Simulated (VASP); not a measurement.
# YMg2O2: single point with PBE

YMg2O2:

```xyz
5
Lattice="-3.3334 3.3334 2.7729 3.3334 -3.3334 2.7729 3.3334 3.3334 -2.7729" Properties=species:S:1:pos:R:3 pbc="T T T"
Y     0.0000    0.0000    2.7729
Mg    0.0000    3.3334    0.0000
Mg    3.3334    0.0000    0.0000
O     0.0000    0.0000    4.8529
O     0.0000    0.0000    0.6930
```

```json
{
 "Program": "VASP 6.6.1",
 "Task": "single point",
 "Functional": "PBE",
 "Potentials or basis": "VASP PAW PBE potentials, release 64 (Y_sv, Mg, O)",
 "Cutoff": "520 eV",
 "k mesh": "4 × 4 × 4",
 "Occupations": "gaussian, width 0.1 eV",
 "Spin": "collinear spin, ferromagnetic start",
 "Starting moments": "[0.0, 0.0, 0.0, 1.0, 1.0] μB",
 "Dipole correction": "no",
 "Further INCAR settings": "ALGO = Normal; EDIFF = 1e-07; NBANDS = 26"
}
```

```json
{
  "Pressure": "0.2 GPa",
  "Largest force": "0.234 eV/Å",
  "Net moment": "0.00 μB per cell",
  "Valence electrons inside the program's atomic spheres": "Y 9.63; Mg 0.36; O 4.95"
}
```

Forces in eV/Å, atoms in the order of the input:
```
Y    0.000  0.000  0.000
Mg   0.000  0.000  0.000
Mg   0.000  0.000  0.000
O    0.000  0.000 -0.234
O    0.000  0.000  0.234
```

Stress tensor (GPa, compression positive):
```
0.10 0.00 0.00
0.00 0.10 0.00
0.00 0.00 0.33
```

Levels at points of the mesh, in eV from the Fermi level:
Spin up:
```
           k point  band 9  band 10  band 11  band 12  band 13  band 14  band 15  band 16  band 17  band 18
(0.00, 0.00, 0.00)   -5.97    -4.56    -2.55    -2.55     0.49     0.55     0.94     2.04     2.04     3.28
(0.50, 0.00, 0.00)   -6.25    -2.76    -2.72    -1.80    -1.28    -0.24     0.85     1.41     2.04     2.18
(0.50, 0.50, 0.00)   -5.96    -3.10    -2.72    -2.30    -1.74     0.20     0.97     1.39     1.61     3.85
(0.50, 0.50, 0.50)   -6.10    -3.36    -2.34    -2.34    -0.49     0.04     0.09     0.09     1.97     2.95
```
Spin down:
```csv
k point,band 10,band 11,band 12,band 13,band 14,band 15,band 16,band 17
"(0.00, 0.00, 0.00)",-4.56,-2.55,-2.55,0.49,0.55,0.94,2.04,2.04
"(0.50, 0.00, 0.00)",-2.76,-2.72,-1.80,-1.28,-0.24,0.85,1.41,2.04
"(0.50, 0.50, 0.00)",-3.10,-2.72,-2.30,-1.74,0.20,0.97,1.39,1.61
"(0.50, 0.50, 0.50)",-3.36,-2.34,-2.34,-0.49,0.04,0.09,0.09,1.97
```

It took 94 s on 1 thread of Intel(R) Xeon(R) Platinum 8488C (Sapphire Rapids), on a shared host, peak memory 0.35 GiB.

Caveat: the k points lie up to 0.37 Å⁻¹ apart.
